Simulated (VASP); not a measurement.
# Mo in VASP: single point with PBE

Aim: the single point of Mo with PBE.

All numbers are computed with VASP 6.6.1; they aren't measurements. Logs are shortened: lines on timing, memory, paths and dates and some standing lists are left out, and cuts for length are marked.

### Step 1. The cell of the first run

The cell holds a slab with vacuum, 6 atoms: a = 3.216 Å, b = 3.216 Å, c = 28.869 Å, α = 90.00°, β = 90.00°, γ = 90.00°.

### Step 2. Single point, PBE

Contents of INCAR:

```
SYSTEM = Mo
PREC = Accurate
ENCUT = 400
EDIFF = 1E-6
ISMEAR = 1
SIGMA = 0.1
LREAL = .FALSE.
LASPH = .TRUE.
NELM = 120
ALGO = Normal
ISIF = 2
LWAVE = .FALSE.
LCHARG = .FALSE.
LDIPOL = .TRUE.
IDIPOL = 3
DIPOL = 0.5 0.5 0.646
GGA = PE
NBANDS = 51
GGA_COMPAT = .FALSE.
NELMDL = -8
```

Contents of KPOINTS:

```
regular mesh
0
G
  10 10 1
  0 0 0
```

Contents of POSCAR:

```
Mo
1.0
    3.2158941675      0.0000000000      0.0000000000
    0.0000000000      3.2158941675      0.0000000000
    0.0000000000      0.0000000000     28.8685753784
Mo
6
Direct
    0.0000000000      0.0000000000      0.5143365887
    0.5000000000      0.5000000000      0.5638793216
    1.0000000000      0.0000000000      0.6208159500
    0.5000000000      0.5000000000      0.6722489154
    1.0000000000      0.0000000000      0.7298241276
    0.5000000000      0.5000000000      0.7757648919
```

Potentials or basis: VASP PAW PBE potentials, release 64 (Mo_sv).

Launch:

```bash
cat potpaw_PBE.64/Mo_sv/POTCAR > POTCAR
mpirun -np 1 vasp_std > vasp.out
```

OUTCAR:

```text
SYSTEM = Mo
   PREC = Accurate
   ENCUT = 400
   EDIFF = 1E-6
   ISMEAR = 1
   LREAL = .FALSE.
   LASPH = .TRUE.
   NELM = 120
   ISIF = 2
   GGA = PE
   NELMDL = -8

 ion  position               nearest neighbor table
   1  0.000  0.000  0.514-   2 2.69   2 2.69   2 2.69   2 2.69   3 3.07
   2  0.500  0.500  0.564-   1 2.69   1 2.69   1 2.69   1 2.69   3 2.81   3 2.81   3 2.81   3 2.81
                             4 3.13
   3  0.000  0.000  0.621-   4 2.72   4 2.72   4 2.72   4 2.72   2 2.81   2 2.81   2 2.81   2 2.81
                             1 3.07   5 3.15
   4  0.500  0.500  0.672-   3 2.72   3 2.72   3 2.72   3 2.72   5 2.82   5 2.82   5 2.82   5 2.82
                             6 2.99   2 3.13
   5  0.000  0.000  0.730-   6 2.63   6 2.63   6 2.63   6 2.63   4 2.82   4 2.82   4 2.82   4 2.82
                             3 3.15
   6  0.500  0.500  0.776-   5 2.63   5 2.63   5 2.63   5 2.63   4 2.99

  LATTYP: Found a simple tetragonal cell.
 ALAT       =     3.2158941675
 C/A-ratio  =     8.9768424814

  Lattice vectors:

 A1 = (   3.2158941675,   0.0000000000,   0.0000000000)
 A2 = (   0.0000000000,   3.2158941675,   0.0000000000)
 A3 = (   0.0000000000,   0.0000000000,  28.8685753784)

Analysis of symmetry for initial positions (statically):
=====================================================================
 Subroutine PRICEL returns:
 Original cell was already a primitive cell.

 Routine SETGRP: Setting up the symmetry group for a
 simple tetragonal supercell.

 Subroutine GETGRP returns: Found  8 space group operations
 (whereof  8 operations were pure point group operations)
 out of a pool of 16 trial point group operations.

The static configuration has the point symmetry C_4v.

Analysis of symmetry for dynamics (positions and initial velocities):
=====================================================================
 Subroutine PRICEL returns:
 Original cell was already a primitive cell.

 Routine SETGRP: Setting up the symmetry group for a
 simple tetragonal supercell.

 Subroutine GETGRP returns: Found  8 space group operations
 (whereof  8 operations were pure point group operations)
 out of a pool of 16 trial point group operations.

The dynamic configuration has the point symmetry C_4v.

 Subroutine INISYM returns: Found  8 space group operations
 (whereof  8 operations are pure point group operations),
 and found     1 'primitive' translations

----------------------------------------------------------------------------------------

                                     Primitive cell

  volume of cell :     298.5581

  direct lattice vectors                    reciprocal lattice vectors
     3.215894168  0.000000000  0.000000000     0.310955507  0.000000000  0.000000000
     0.000000000  3.215894168  0.000000000     0.000000000  0.310955507  0.000000000
     0.000000000  0.000000000 28.868575378     0.000000000  0.000000000  0.034639742

  length of vectors
     3.215894168  3.215894168 28.868575378     0.310955507  0.310955507  0.034639742

  position of ions in fractional coordinates (direct lattice)
     0.000000000  0.000000000  0.514336589
     0.500000000  0.500000000  0.563879322
     0.000000000  0.000000000  0.620815950
     0.500000000  0.500000000  0.672248915
     0.000000000  0.000000000  0.729824128
     0.500000000  0.500000000  0.775764892

  ion indices of the primitive-cell ions
   primitive index   ion index
                 1           1
                 2           2
                 3           3
                 4           4
                 5           5
                 6           6

----------------------------------------------------------------------------------------

 KPOINTS: regular mesh

Automatic generation of k-mesh.
 Grid dimensions read from file:
 generate k-points for:   10   10    1

 Generating k-lattice:

  Cartesian coordinates                     Fractional coordinates (reciprocal lattice)
     0.031095551  0.000000000  0.000000000     0.100000000  0.000000000  0.000000000
     0.000000000  0.031095551  0.000000000     0.000000000  0.100000000  0.000000000
     0.000000000  0.000000000  0.034639742     0.000000000  0.000000000  1.000000000

  Length of vectors
     0.031095551  0.031095551  0.034639742

  Shift w.r.t. Gamma in fractional coordinates (k-lattice)
     0.000000000  0.000000000  0.000000000

 Subroutine IBZKPT returns following result:
 ===========================================

 Found     21 irreducible k-points:

 Following reciprocal coordinates:
            Coordinates               Weight
  0.000000  0.000000  0.000000      1.000000
  0.100000  0.000000  0.000000      4.000000
  0.200000  0.000000  0.000000      4.000000
  0.300000  0.000000  0.000000      4.000000
  0.400000  0.000000  0.000000      4.000000
  0.500000  0.000000  0.000000      2.000000
[... 13 lines left out ...]
  0.500000  0.400000  0.000000      4.000000
  0.500000  0.500000  0.000000      1.000000
   k-points           NKPTS =     21   k-points in BZ     NKDIM =     21   number of bands    NBANDS=     51
   number of dos      NEDOS =    301   number of ions     NIONS =      6
   total plane-waves  NPLWV = 110592
   dimension x,y,z NGX =    24 NGY =   24 NGZ =  192
   dimension x,y,z NGXF=    48 NGYF=   48 NGZF=  384
   ions per type =               6
   NGX,Y,Z   is equivalent  to a cutoff of  12.41, 12.41, 11.06 a.u.
   NGXF,Y,Z  is equivalent  to a cutoff of  24.81, 24.81, 22.11 a.u.
 SYSTEM =  Mo
   PREC   = accura    normal or accurate (medium, high low for compatibility)
   ISTART =      0    job   : 0-new  1-cont  2-samecut
   ICHARG =      2    charge: 1-file 2-atom 10-const
   ISPIN  =      1    spin polarized calculation?
   LNONCOLLINEAR =      F non collinear calculations
   LSORBIT =      F    spin-orbit coupling
   LASPH  =      T    aspherical Exc in radial PAW
   ENCUT  =  400.0 eV  29.40 Ry    5.42 a.u.   5.24  5.24 47.08*2*pi/ulx,y,z
   NELM   =    120;   NELMIN=  2; NELMDL= -8     # of ELM steps
   EDIFF  = 0.1E-05   stopping-criterion for ELM
   LREAL  =      F    real-space projection
   EDIFFG = 0.1E-04   stopping-criterion for IOM
   NSW    =      0    number of steps for IOM
   IBRION =     -1    ionic relax: 0-MD 1-quasi-New 2-CG
   NFREE  =      0    steps in history (QN), initial steepest desc. (CG)
   ISIF   =      2    stress and relaxation
   ISYM   =      2    0-nonsym 1-usesym 2-fastsym
   POTIM  = 0.5000    time-step for ionic-motion
   TEBEG  =    0.0;   TEEND  =   0.0 temperature during run
   PSTRESS=    0.0 pullay stress
   NELECT =      84.0000    total number of electrons
   NUPDOWN=      -1.0000    fix difference up-down
   EMIN   =  10.00;   EMAX   =-10.00  energy-range for DOS
   EFERMI =   0.00;   METHOD = LEGACY
   ISMEAR =     1;   SIGMA  =   0.10  broadening in eV -4-tet -1-fermi 0-gaus
   EFERMI_NEDOS =   21; number of points for ismear=-14 and -15
   IALGO  =     38    algorithm
   IMIX   =      4    mixing-type and parameters
     AMIX     =   0.40;   BMIX     =  1.00
     AMIX_MAG =   1.60;   BMIX_MAG =  1.00
  volume/ion in A,a.u.               =      49.76       335.79
  Fermi-wavevector in a.u.,A,eV,Ry     =   1.072733  2.027171 15.656987  1.150756
  Thomas-Fermi vector in A             =   2.208512
   LORBIT       =      0    0 simple, 1 ext, 2 COOP (PROOUT), +10 PAW based schemes
   GGA     = PE    functional components
   LHFCALC =     F    Hartree Fock is set to
   AEXX    =    0.0000 exact exchange contribution
   IVDW    =     0    specifies the selected vdW correction
   LEPSILON=     F    determine dielectric tensor
   LRPA    =     F    only Hartree local field effects (RPA)
 non-spin polarized calculation
 Methfessel and Paxton  Order N= 1 SIGMA  =   0.10
  energy-cutoff  :      400.00
  volume of cell :      298.56
 maximum number of plane-waves:      5495
 NGX is ok and might be reduce to    24
   NGX = 11   NGY = 11   NGZ = 95

 dipolmoment           0.000000      0.000000     -0.011646 electrons x Angstroem

 number of electron      84.0000009 magnetization

 dipolmoment           0.000000      0.000000      0.000920 electrons x Angstroem

 Free energy of the ion-electron system (eV)
  ---------------------------------------------------
  ext. energy  EPLUGINS =         0.00000000
  ---------------------------------------------------
  free energy    TOTEN  =       -61.41924046 eV

  energy without entropy =      -61.41194804  energy(sigma->0) =      -61.41680965

 E-fermi :   1.3300     XC(G=0):  -5.0744

 val. band max:        1.3069144469   @ k =   0.5000   0.1000   0.0000
 cond. band min:       1.3315438929   @ k =   0.3000   0.3000   0.0000
 fundamental gap:      0.0246294460
 Fermi energy:         1.3300225214

 k-point     1 :       0.0000    0.0000    0.0000
  band No.  band energies     occupation
      1     -59.6608      2.00000
      2     -59.5714      2.00000
      3     -59.4900      2.00000
      4     -59.3430      2.00000
      5     -59.1980      2.00000
      6     -59.1025      2.00000
[... 43 lines left out ...]
     50       2.9909     -0.00000
     51       3.1001     -0.00000

 k-point     2 :       0.1000    0.0000    0.0000
  band No.  band energies     occupation
      1     -59.6507      2.00000
      2     -59.5637      2.00000
      3     -59.4858      2.00000
      4     -59.3475      2.00000
      5     -59.2019      2.00000
      6     -59.1077      2.00000
[... 43 lines left out ...]
     50       2.8643     -0.00000
     51       2.9865     -0.00000

 k-point     3 :       0.2000    0.0000    0.0000
  band No.  band energies     occupation
      1     -59.6221      2.00000
      2     -59.5424      2.00000
      3     -59.4745      2.00000
      4     -59.3617      2.00000
      5     -59.2126      2.00000
      6     -59.1221      2.00000
[... 43 lines left out ...]
     50       3.0032     -0.00000
     51       3.1443     -0.00000
[... 865 lines left out ...]
 k-point    20 :       0.5000    0.4000    0.0000
  band No.  band energies     occupation
      1     -59.4702      2.00000
      2     -59.4624      2.00000
      3     -59.4451      2.00000
      4     -59.4277      2.00000
      5     -59.2309      2.00000
      6     -59.1535      2.00000
[... 43 lines left out ...]
     50       3.7390      0.00000
     51       3.7839      0.00000

 k-point    21 :       0.5000    0.5000    0.0000
  band No.  band energies     occupation
      1     -59.4686      2.00000
      2     -59.4609      2.00000
      3     -59.4436      2.00000
      4     -59.4261      2.00000
      5     -59.2294      2.00000
      6     -59.1520      2.00000
[... 43 lines left out ...]
     50       3.7463      0.00000
     51       3.7483      0.00000

------------------------ aborting loop because EDIFF is reached ----------------------------------------

 vacuum level on the upper side and lower side of the slab       (xc-potential included)        -0.156        -0.161

  FORCE on cell =-STRESS in cart. coord.  units (eV):
  Direction    XX          YY          ZZ          XY          YZ          ZX
  --------------------------------------------------------------------------------------
  -------------------------------------------------------------------------------------
  Total       -8.4825038     -8.4825038     -2.6243186      0.0000000      0.0000000      0.0000000
  in kB      -45.5203714    -45.5203714    -14.0831011      0.0000000      0.0000000      0.0000000
  external PRESSURE =     -35.0412813 kB  Pullay stress =       0.0000000 kB

 VOLUME and BASIS-vectors are now :
 -----------------------------------------------------------------------------
  energy-cutoff  :      400.00
  volume of cell :      298.56
      direct lattice vectors                 reciprocal lattice vectors
     3.215894168  0.000000000  0.000000000     0.310955507  0.000000000  0.000000000
     0.000000000  3.215894168  0.000000000     0.000000000  0.310955507  0.000000000
     0.000000000  0.000000000 28.868575378     0.000000000  0.000000000  0.034639742

 POSITION                                       TOTAL-FORCE (eV/Angst)
 -----------------------------------------------------------------------------------
      0.00000      0.00000     14.84816         0.000000      0.000000      0.972901
      1.60795      1.60795     16.27839         0.000000     -0.000000     -0.775346
      0.00000      0.00000     17.92207         0.000000      0.000000     -0.158457
      1.60795      1.60795     19.40687         0.000000     -0.000000      0.023091
      0.00000      0.00000     21.06898        -0.000000      0.000000      0.035986
      1.60795      1.60795     22.39523         0.000000      0.000000     -0.098174
 -----------------------------------------------------------------------------------
    total drift:                                0.000000     -0.000000     -0.000068

  FREE ENERGIE OF THE ION-ELECTRON SYSTEM (eV)
  ---------------------------------------------------
  free  energy   TOTEN  =       -61.4192404599 eV

  energy  without entropy=      -61.4119480437  energy(sigma->0) =      -61.41680965

 vacuum level on the upper side and lower side of the slab         4.982         4.974
```

It took 8.1 min on 1 thread of Intel Xeon Platinum 8259CL at 2.50GHz (Skylake/Cascade Lake), shared host; peak memory 0.41 GiB.

What came out:

- Free energy: -61.4192 eV
- Largest force: 0.973 eV/Å
- Band gap on the k mesh: zero (bands 42 and 43 overlap by 1.60 eV)

Forces in eV/Å, atoms in the order of the input:
```
Mo   0.000  0.000  0.973
Mo   0.000  0.000 -0.775
Mo   0.000  0.000 -0.158
Mo   0.000  0.000  0.023
Mo   0.000  0.000  0.036
Mo   0.000  0.000 -0.098
```

The gap in the log of VASP goes by the Fermi energy; the results here count the filled bands.